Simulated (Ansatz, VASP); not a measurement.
SnSe2: VASP beside Ansatz

```xyz
3
Lattice="3.6052 0.0000 0.0000 -1.8026 3.1222 0.0000 0.0000 0.0000 6.2271" Properties=species:S:1:pos:R:3 pbc="T T T"
Sn    0.0000    0.0000    0.0000
Se    0.0000    2.0815    1.6389
Se    1.8026    1.0407    4.5881
```

Change from the starting cell: biaxial_xy strain -5.8%.

Alike in both runs: task single point; functional PBE; k mesh 12 × 12 × 4; occupations fermi-dirac, width 0.02 eV; no spin polarisation.

|  | VASP | Ansatz |
| --- | --- | --- |
| version | VASP 6.6.1 | Ansatz 0.2.0 |
| potentials or method | VASP PAW PBE potentials, release 64 (Sn_d, Se) | plane waves, PAW |
| plane-wave cutoff (eV) | 520 | 420 |
| valence electrons in the cell | 26 | 46 |

|  | VASP | Ansatz | Ansatz less VASP |
| --- | --- | --- | --- |
| pressure (GPa) | 10.9 | 10.8 | -0.12 |
| traceless stress, the component that is largest in VASP (GPa) | -5.00 | -5.03 | -0.030 |
| rms of the force components (eV/Å) | 0.168 | 0.158 | -0.0099 |

Atom by atom the forces differ by 0.010 eV/Å (rms over components). VASP's potentials hold 26 valence electrons a cell and Ansatz's 46, so a difference there can come from the potentials and not from the codes.
